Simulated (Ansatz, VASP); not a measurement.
**Two plane-wave programs on C**

INCAR

```
PREC = Accurate ; ENCUT = 520
EDIFF = 1E-6 ; ISMEAR = 0
SIGMA = 0.03 ; LREAL = F
LASPH = T ; NELM = 80
ALGO = Normal ; ISIF = 2
LWAVE = F ; LCHARG = F
GGA = PE ; IVDW = 12
NBANDS = 11
```

KPOINTS

```
regular mesh
0
Gamma
  16 16 16
```

POSCAR

```
C
1.0
    0.0000000000      2.1759733913      3.4645497982
    1.2569692796      0.0000000000      3.4645497982
    1.2569692796      2.1759733913      0.0000000000
C
2
Direct
    0.1491248011      0.8508751989      0.1491248011
    0.8508751989      0.1491248011      0.8508751989
```

Input for Ansatz:

```yaml
crystal:
  lattice:
    - [0.0, 2.1759733913, 3.4645497982]
    - [1.2569692796, 0.0, 3.4645497982]
    - [1.2569692796, 2.1759733913, 0.0]
  atoms:
    - { symbol: C, position: [0.1491248011, 0.8508751989, 0.1491248011] }
    - { symbol: C, position: [0.8508751989, 0.1491248011, 0.8508751989] }
basis:
  ecutwfc: 520.0
kpoints:
  mp_grid: { grid: [16, 16, 16] }
hamiltonian:
  xc: pbe
  pseudopotentials: { kind: paw, azcp: { folder: soft_1 } }
  dispersion: d3bj
scf:
  occupations: { method: gaussian, width: 0.03 }
output:
  forces: true
  stress: true
  eigenvalues: true
```

Alike in both runs: task single point; functional PBE; dispersion D3(BJ); k mesh 16 × 16 × 16; occupations gaussian, width 0.03 eV; no spin polarisation.

|  | VASP | Ansatz |
| --- | --- | --- |
| version | VASP 6.6.1 | Ansatz 0.2.0 |
| potentials or method | VASP PAW PBE potentials, release 64 (C), cutoff 520 eV | scalar-relativistic, plane waves, PAW |
| valence electrons in the cell | 8 | 8 |

|  | VASP | Ansatz | Ansatz less VASP |
| --- | --- | --- | --- |
| gap on the k mesh at the Fermi level (eV) | none | none | - |
| pressure (GPa) | -4.1 | -4.4 | -0.27 |
| traceless stress, the component that is largest in VASP (GPa) | -14.78 | -14.70 | +0.081 |
| rms of the force components (eV/Å) | 4.791 | 4.772 | -0.0194 |

Atom by atom the forces differ by 0.019 eV/Å (rms over components). A gap of «none» marks a metal or a gap that the smearing closes.
